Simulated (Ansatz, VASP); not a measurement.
One calculation of HfO2, two programs

```xyz
3
Lattice="0.0000 2.5575 2.5319 2.5575 0.0000 2.5319 2.5575 2.5575 0.0000" Properties=species:S:1:pos:R:3 pbc="T T T"
Hf    0.0000    0.0000    0.0000
O     1.2788    1.2788    1.2660
O     3.8363    3.8363    3.7979
```

Change from the starting cell: zz strain of -1 %.

Alike in both runs: task single point; functional PBE; k mesh 9 × 9 × 9; occupations fermi-dirac, width 0.01 eV; no spin polarisation.

|  | VASP | Ansatz |
| --- | --- | --- |
| version | VASP 6.6.1 | Ansatz 0.2.0 |
| potentials or method | VASP PAW PBE potentials, release 64 (Hf_pv, O), cutoff 520 eV | all-electron LAPW, scalar-relativistic |

```csv
,VASP,Ansatz,Ansatz less VASP
gap on the k mesh at the Fermi level (eV),3.77,3.77,+0.001
pressure (GPa),-3.7,0.0,+3.63
"traceless stress, the component that is largest in VASP (GPa)",3.07,3.02,-0.052
```

Ansatz ran all-electron here, and VASP with PAW potentials.

Spin-orbit coupling is off throughout.
